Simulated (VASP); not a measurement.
C: single point with PBE

C:

```
C
1.0
     1.21145   -2.09831    0.00000
     1.21145    2.09831    0.00000
     0.00000    0.00000    7.07632
C
4
Direct
  0.91662 0.08338 0.75314
  0.41662 0.58338 0.24686
  0.08338 0.91662 0.24686
  0.58338 0.41662 0.75314
```

- Program: VASP 6.6.1
- Task: single point
- Functional: PBE
- Potentials or basis: VASP PAW PBE potentials, release 64 (C)
- Cutoff: 520 eV
- k mesh: 12 × 12 × 4
- Occupations: fermi-dirac, width 0.05 eV
- Spin: no spin polarisation

```
Pressure               : 16.0 GPa
Largest force          : 0.027 eV/Å
Band gap on the k mesh : 0.03 eV
```

Forces on the atoms (eV/Å):
```
C    0.000 -0.026 -0.009
C    0.000 -0.026  0.009
C    0.000  0.026  0.009
C    0.000  0.026 -0.009
```

Stress tensor (GPa, compression positive):
```
23.24  0.00  0.00
 0.00 23.02  0.00
 0.00  0.00  1.77
```

Levels at points of the mesh, in eV from the valence-band top:
```csv
k point,band 4,band 5,band 6,band 7,band 8,band 9,band 10,band 11,band 12,band 13
"(0.00, 0.00, 0.00)",-7.18,-2.99,-2.99,-2.99,-2.97,3.70,8.65,8.69,8.71,8.71
"(0.50, 0.00, 0.00)",-13.54,-6.53,-6.53,-2.50,-2.50,1.83,1.83,7.92,7.92,11.22
"(0.50, 0.50, 0.00)",-13.50,-6.54,-6.51,-2.93,-1.91,1.13,2.35,7.79,8.06,11.08
"(0.00, 0.00, 0.50)",-7.92,-2.99,-2.99,-2.98,-2.98,5.84,6.05,8.68,8.69,8.70
"(0.50, 0.00, 0.50)",-13.55,-6.53,-6.53,-2.45,-2.45,1.69,1.69,7.92,7.92,12.41
"(0.50, 0.50, 0.50)",-13.55,-6.53,-6.53,-2.49,-2.41,1.66,1.73,7.91,7.94,12.49
```

It took 24 s on 1 thread of Intel(R) Xeon(R) 6975P-C (Granite Rapids) (shared host), peak memory 0.17 GiB.

Caveat: this functional lacks dispersion, which binds the layers, so the pressure and a relaxed spacing across them are unreliable. A k mesh can miss the band edges.
